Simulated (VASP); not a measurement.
# Cd (P6_3/mmc) in VASP: further runs

The runs below take Cd through single point, relaxation of volume and atoms at fixed shape, with LDA.

Program: VASP 6.6.1. These are calculated values, not measurements. Logs are shortened: lines on timing, memory, paths and dates and some standing lists are left out, and cuts for length are marked.

### 1 The cell of the first run

It takes space group P6_3/mmc (No. 194, hexagonal). Conventional cell: a = 2.906 Å, b = 2.906 Å, c = 5.481 Å, α = 90.00°, β = 90.00°, γ = 120.00°. Within 3.8 Å of Cd (site symmetry -6m2) lie 12 Cd at 2.91 to 3.21 Å.

### 2 Single point, LDA

INCAR

```
PREC     = Accurate       # precision mode
ENCUT    = 520            # plane-wave cutoff, eV
EDIFF    = 1E-7           # SCF threshold, eV
ISMEAR   = -1             # smearing method
SIGMA    = 0.1            # smearing width, eV
LREAL    = False          # projectors in reciprocal space
LASPH    = True           # aspherical terms in the spheres
NELM     = 80             # most SCF steps
ALGO     = Normal         # electronic algorithm
ISIF     = 2              # what is computed and relaxed
LWAVE    = False          # write WAVECAR
LCHARG   = False          # write CHGCAR
GGA      = CA             # functional
NBANDS   = 19             # bands
```

KPOINTS

```
regular mesh
0
Gamma
  10 10 5
```

POSCAR

```
Cd
1.0
    2.9062119054      0.0000000000      0.0000000000
   -1.4531059527      2.5168533389      0.0000000000
    0.0000000000      0.0000000000      5.4806291009
Cd
2
Direct
    0.3333333333      0.6666666667      0.2500000000
    0.6666666667      0.3333333333      0.7500000000
```

Potentials or basis: VASP PAW LDA potentials, release 64 (Cd).

Run with:

```bash
$ cat potpaw_LDA.64/Cd/POTCAR > POTCAR
$ mpirun -np 1 vasp_std > vasp.out
```

OUTCAR:

```text
PREC = Accurate
   ENCUT = 520
   EDIFF = 1E-7
   ISMEAR = -1
   LREAL = False
   LASPH = True
   NELM = 80
   ISIF = 2
   GGA = CA

 ion  position               nearest neighbor table
   1  0.333  0.667  0.250-   2 3.21   2 3.21   2 3.21   2 3.21   2 3.21   2 3.21
   2  0.667  0.333  0.750-   1 3.21   1 3.21   1 3.21   1 3.21   1 3.21   1 3.21

  LATTYP: Found a hexagonal cell.
 ALAT       =     2.9062119054
 C/A-ratio  =     1.8858325818

  Lattice vectors:

 A1 = (   2.9062119054,   0.0000000000,   0.0000000000)
 A2 = (  -1.4531059527,   2.5168533389,   0.0000000000)
 A3 = (   0.0000000000,   0.0000000000,   5.4806291009)

Analysis of symmetry for initial positions (statically):
=====================================================================
 Subroutine PRICEL returns:
 Original cell was already a primitive cell.

 Routine SETGRP: Setting up the symmetry group for a
 hexagonal supercell.

 Subroutine GETGRP returns: Found 24 space group operations
 (whereof 12 operations were pure point group operations)
 out of a pool of 24 trial point group operations.

The static configuration has the point symmetry D_3d.
 The point group associated with its full space group is D_6h.

Analysis of symmetry for dynamics (positions and initial velocities):
=====================================================================
 Subroutine PRICEL returns:
 Original cell was already a primitive cell.

 Routine SETGRP: Setting up the symmetry group for a
 hexagonal supercell.

 Subroutine GETGRP returns: Found 24 space group operations
 (whereof 12 operations were pure point group operations)
 out of a pool of 24 trial point group operations.

The dynamic configuration has the point symmetry D_3d.
 The point group associated with its full space group is D_6h.

 Subroutine INISYM returns: Found 24 space group operations
 (whereof 12 operations are pure point group operations),
 and found     1 'primitive' translations

----------------------------------------------------------------------------------------

                                     Primitive cell

  volume of cell :      40.0881

  direct lattice vectors                    reciprocal lattice vectors
     2.906211905  0.000000000  0.000000000     0.344090532  0.198660761  0.000000000
    -1.453105953  2.516853339  0.000000000     0.000000000  0.397321522  0.000000000
     0.000000000  0.000000000  5.480629101     0.000000000  0.000000000  0.182460805

  length of vectors
     2.906211905  2.906211905  5.480629101     0.397321522  0.397321522  0.182460805

  position of ions in fractional coordinates (direct lattice)
     0.333333333  0.666666667  0.250000000
     0.666666667  0.333333333  0.750000000

  ion indices of the primitive-cell ions
   primitive index   ion index
                 1           1
                 2           2

----------------------------------------------------------------------------------------

 KPOINTS: regular mesh

Automatic generation of k-mesh.
 Grid dimensions read from file:
 generate k-points for:   10   10    5

 Generating k-lattice:

  Cartesian coordinates                     Fractional coordinates (reciprocal lattice)
     0.034409053  0.019866076  0.000000000     0.100000000  0.000000000  0.000000000
     0.000000000  0.039732152  0.000000000     0.000000000  0.100000000  0.000000000
     0.000000000  0.000000000  0.036492161     0.000000000  0.000000000  0.200000000

  Length of vectors
     0.039732152  0.039732152  0.036492161

  Shift w.r.t. Gamma in fractional coordinates (k-lattice)
     0.000000000  0.000000000  0.000000000

 Subroutine IBZKPT returns following result:
 ===========================================

 Found     42 irreducible k-points:

 Following reciprocal coordinates:
            Coordinates               Weight
  0.000000  0.000000  0.000000      1.000000
  0.100000  0.000000  0.000000      6.000000
  0.200000  0.000000  0.000000      6.000000
  0.300000  0.000000  0.000000      6.000000
  0.400000  0.000000  0.000000      6.000000
  0.500000  0.000000  0.000000      3.000000
[... 16 lines left out ...]
  0.300000  0.100000  0.200000     24.000000
  0.400000  0.100000  0.200000     24.000000
 [... further k-points ...]
   k-points           NKPTS =     42   k-points in BZ     NKDIM =     42   number of bands    NBANDS=     19
   number of dos      NEDOS =    301   number of ions     NIONS =      2
   total plane-waves  NPLWV =  24192
   dimension x,y,z NGX =    24 NGY =   24 NGZ =   42
   dimension x,y,z NGXF=    48 NGYF=   48 NGZF=   84
   ions per type =               2
   NGX,Y,Z   is equivalent  to a cutoff of  13.73, 13.73, 12.74 a.u.
   NGXF,Y,Z  is equivalent  to a cutoff of  27.46, 27.46, 25.48 a.u.
 SYSTEM =  unknown system
   PREC   = accura    normal or accurate (medium, high low for compatibility)
   ISTART =      0    job   : 0-new  1-cont  2-samecut
   ICHARG =      2    charge: 1-file 2-atom 10-const
   ISPIN  =      1    spin polarized calculation?
   LNONCOLLINEAR =      F non collinear calculations
   LSORBIT =      F    spin-orbit coupling
   LASPH  =      T    aspherical Exc in radial PAW
   ENCUT  =  520.0 eV  38.22 Ry    6.18 a.u.   5.40  5.40 10.19*2*pi/ulx,y,z
   NELM   =     80;   NELMIN=  2; NELMDL= -5     # of ELM steps
   EDIFF  = 0.1E-06   stopping-criterion for ELM
   LREAL  =      F    real-space projection
   EDIFFG = 0.1E-05   stopping-criterion for IOM
   NSW    =      0    number of steps for IOM
   IBRION =     -1    ionic relax: 0-MD 1-quasi-New 2-CG
   NFREE  =      0    steps in history (QN), initial steepest desc. (CG)
   ISIF   =      2    stress and relaxation
   ISYM   =      2    0-nonsym 1-usesym 2-fastsym
   POTIM  = 0.5000    time-step for ionic-motion
   TEBEG  =    0.0;   TEEND  =   0.0 temperature during run
   PSTRESS=    0.0 pullay stress
   NELECT =      24.0000    total number of electrons
   NUPDOWN=      -1.0000    fix difference up-down
   EMIN   =  10.00;   EMAX   =-10.00  energy-range for DOS
   EFERMI =   0.00;   METHOD = LEGACY
   ISMEAR =    -1;   SIGMA  =   0.10  broadening in eV -4-tet -1-fermi 0-gaus
   EFERMI_NEDOS =   21; number of points for ismear=-14 and -15
   IALGO  =     38    algorithm
   IMIX   =      4    mixing-type and parameters
     AMIX     =   0.40;   BMIX     =  1.00
     AMIX_MAG =   1.60;   BMIX_MAG =  1.00
  volume/ion in A,a.u.               =      20.04       135.26
  Fermi-wavevector in a.u.,A,eV,Ry     =   1.379770  2.607387 25.902300  1.903765
  Thomas-Fermi vector in A             =   2.504709
   LORBIT       =      0    0 simple, 1 ext, 2 COOP (PROOUT), +10 PAW based schemes
   GGA     = CA    functional components
   LHFCALC =     F    Hartree Fock is set to
   AEXX    =    0.0000 exact exchange contribution
   IVDW    =     0    specifies the selected vdW correction
   LEPSILON=     F    determine dielectric tensor
   LRPA    =     F    only Hartree local field effects (RPA)
 non-spin polarized calculation
  energy-cutoff  :      520.00
  volume of cell :       40.09
 maximum number of plane-waves:      1106
 NGX is ok and might be reduce to    24
   NGX = 11   NGY = 11   NGZ = 21

 number of electron      24.0000014 magnetization

 Free energy of the ion-electron system (eV)
  ---------------------------------------------------
  ext. energy  EPLUGINS =         0.00000000
  ---------------------------------------------------
  free energy    TOTEN  =        -3.05867049 eV

  energy without entropy =       -3.04782646  energy(sigma->0) =       -3.05324848

 E-fermi :   3.1767     XC(G=0): -11.7681

 val. band max:        3.0994203418   @ k =   0.3000   0.0000   0.0000
 cond. band min:       3.2096962062   @ k =   0.4000   0.0000   0.0000
 fundamental gap:      0.1102758644
 Fermi energy:         3.1767084744

 k-point     1 :       0.0000    0.0000    0.0000
  band No.  band energies     occupation
      1      -6.9077      2.00000
      2      -6.6199      2.00000
      3      -6.1191      2.00000
      4      -6.1191      2.00000
      5      -6.0872      2.00000
      6      -6.0575      2.00000
[... 11 lines left out ...]
     18      19.0007      0.00000
     19      19.5109      0.00000

 k-point     2 :       0.1000    0.0000    0.0000
  band No.  band energies     occupation
      1      -6.7903      2.00000
      2      -6.4804      2.00000
      3      -6.1729      2.00000
      4      -6.1017      2.00000
      5      -6.0122      2.00000
      6      -5.9545      2.00000
[... 11 lines left out ...]
     18      18.8999      0.00000
     19      20.0483      0.00000

 k-point     3 :       0.2000    0.0000    0.0000
  band No.  band energies     occupation
      1      -6.6633      2.00000
      2      -6.3803      2.00000
      3      -6.2405      2.00000
      4      -5.9992      2.00000
      5      -5.9015      2.00000
      6      -5.7226      2.00000
[... 11 lines left out ...]
     18      16.9333      0.00000
     19      17.4964      0.00000

 k-point     4 :       0.3000    0.0000    0.0000
  band No.  band energies     occupation
      1      -6.8120      2.00000
      2      -6.5779      2.00000
      3      -6.2766      2.00000
      4      -5.9920      2.00000
      5      -5.8388      2.00000
      6      -5.7280      2.00000
[... 11 lines left out ...]
     18      17.0614      0.00000
     19      17.5489      0.00000

 k-point     5 :       0.4000    0.0000    0.0000
  band No.  band energies     occupation
      1      -6.9777      2.00000
      2      -6.7517      2.00000
      3      -6.5393      2.00000
      4      -5.9972      2.00000
      5      -5.8047      2.00000
      6      -5.8023      2.00000
[... 11 lines left out ...]
     18      16.8425      0.00000
     19      17.2176      0.00000
[... 334 lines left out ...]
      2      -6.3691      2.00000
      3      -6.2231      2.00000
      4      -6.1803      2.00000
      5      -5.9333      2.00000
      6      -5.7995      2.00000
[... 11 lines left out ...]
     18      16.9163      0.00000
     19      19.7416      0.00000

 k-point    22 :       0.2000    0.1000    0.2000
  band No.  band energies     occupation
      1      -6.5789      2.00000
      2      -6.3875      2.00000
      3      -6.2450      2.00000
      4      -6.1164      2.00000
      5      -6.0056      2.00000
      6      -5.8192      2.00000
[... 11 lines left out ...]
     18      15.4682      0.00000
     19      17.5088      0.00000

 k-point    23 :       0.3000    0.1000    0.2000
  band No.  band energies     occupation
      1      -6.7614      2.00000
      2      -6.5985      2.00000
      3      -6.4180      2.00000
      4      -6.1496      2.00000
      5      -5.8473      2.00000
      6      -5.7087      2.00000
[... 11 lines left out ...]
     18      14.3922      0.00000
     19      16.4644      0.00000

 k-point    24 :       0.4000    0.1000    0.2000
  band No.  band energies     occupation
      1      -6.8798      2.00000
      2      -6.7328      2.00000
      3      -6.5537      2.00000
      4      -6.2050      2.00000
      5      -5.8578      2.00000
      6      -5.5965      2.00000
[... 11 lines left out ...]
     18      13.7918      0.00000
     19      17.1961      0.00000

 [... further k-points ...]

------------------------ aborting loop because EDIFF is reached ----------------------------------------

  FORCE on cell =-STRESS in cart. coord.  units (eV):
  Direction    XX          YY          ZZ          XY          YZ          ZX
  --------------------------------------------------------------------------------------
  -------------------------------------------------------------------------------------
  Total        0.3132778      0.3132778     -0.1051508     -0.0000000      0.0000000      0.0000000
  in kB       12.5205847     12.5205847     -4.2024984     -0.0000000      0.0000000      0.0000000
  external PRESSURE =       6.9462237 kB  Pullay stress =       0.0000000 kB

 VOLUME and BASIS-vectors are now :
 -----------------------------------------------------------------------------
  energy-cutoff  :      520.00
  volume of cell :       40.09
      direct lattice vectors                 reciprocal lattice vectors
     2.906211905  0.000000000  0.000000000     0.344090532  0.198660761  0.000000000
    -1.453105953  2.516853339  0.000000000     0.000000000  0.397321522  0.000000000
     0.000000000  0.000000000  5.480629101     0.000000000  0.000000000  0.182460805

 POSITION                                       TOTAL-FORCE (eV/Angst)
 -----------------------------------------------------------------------------------
     -0.00000      1.67790      1.37016         0.000000      0.000000      0.000000
      1.45311      0.83895      4.11047        -0.000000     -0.000000      0.000000
 -----------------------------------------------------------------------------------
    total drift:                               -0.000000      0.000000      0.000000

  FREE ENERGIE OF THE ION-ELECTRON SYSTEM (eV)
  ---------------------------------------------------
  free  energy   TOTEN  =        -3.0586704947 eV

  energy  without entropy=       -3.0478264568  energy(sigma->0) =       -3.05324848
```

It took 38 s on 1 thread of Intel Xeon 8259CL, shared host; peak memory 0.16 GiB.

What came out:

```
Free energy            : -3.0587 eV
Pressure               : 0.7 GPa
Band gap on the k mesh : zero (bands 12 and 13 overlap by 4.09 eV)
```

### 3 Relaxation of volume and atoms at fixed shape, LDA

This run uses another cell than the first one, of 21.59 Å³/atom.

INCAR

```
PREC = Accurate
ENCUT = 600
EDIFF = 1E-6
ISMEAR = -1
SIGMA = 0.1
LREAL = False
LASPH = True
NELM = 80
ALGO = Normal
ISIF = 8
LWAVE = False
LCHARG = False
IBRION = 2
NSW = 80
EDIFFG = -0.03
```

KPOINTS

```
Automatic mesh
0
Gamma
  10 10 5
```

POSCAR

```
Cd
1.0
    2.9788700000      0.0000000000      0.0000000000
   -1.4894350000      2.5797770000      0.0000000000
    0.0000000000      0.0000000000      5.6176500000
Cd
2
Direct
    0.3333333333      0.6666666667      0.2500000000
    0.6666666667      0.3333333333      0.7500000000
```

Potentials or basis: VASP PAW LDA potentials, release 64 (Cd).

Run with:

```bash
$ cat potpaw_LDA.64/Cd/POTCAR > POTCAR
$ mpirun -np 1 vasp_std > vasp.out
```

Run time: 74 s. Hardware: 1 thread of Intel Xeon 8259CL, shared host; peak memory 0.17 GiB.

Results (log left out):

```yaml
Free_energy: -3.0608 eV
Relaxed_volume: 20.20 Å³/atom
Relaxed_cell: a = 2.914 Å, b = 2.914 Å, c = 5.494 Å, α = 90.00°, β = 90.00°, γ = 120.00°
Space_group_after_relaxing_to_0.1_Å: P6_3/mmc (No. 194)
Energy_gained_by_relaxing: 19.0 meV/atom
Ionic_steps: 3
Pressure_after_relaxing: 0.0 GPa
Band_gap_on_the_k_mesh: zero (bands 12 and 13 overlap by 4.09 eV)
```

Stress tensor (GPa, compression positive):
```
 0.48  0.00  0.00
 0.00  0.48  0.00
 0.00  0.00 -0.94
```

The path:
```csv
step,energy change (eV),largest force (eV/Å),pressure (GPa),volume (Å³)
1,0.0000,0.0000,-4.07,43.17
2,-0.0362,0.0000,1.08,39.83
3,-0.0381,0.0000,0.00,40.39
```

Final structure:
```
CELL_PARAMETERS angstrom
2.91351 0.00000 0.00000
-1.45676 2.52318 0.00000
0.00000 0.00000 5.49440
ATOMIC_POSITIONS crystal
Cd 0.33333 0.66667 0.25000
Cd 0.66667 0.33333 0.75000
```

Levels at points of the mesh, in eV from the Fermi level:
```csv
k point,band 8,band 9,band 10,band 11,band 12,band 13,band 14,band 15,band 16
"(0.00, 0.00, 0.00)",-8.66,-8.66,-8.37,-8.37,-3.24,-2.90,11.03,14.95,15.62
"(0.50, 0.00, 0.00)",-8.40,-8.07,-8.04,-2.41,-1.77,2.19,3.18,3.60,5.62
```

LDA usually gives volumes a few per cent too small. Zero-point motion and thermal expansion aren't in these numbers.

The gap in the log of VASP goes by the Fermi energy; the results here count the filled bands.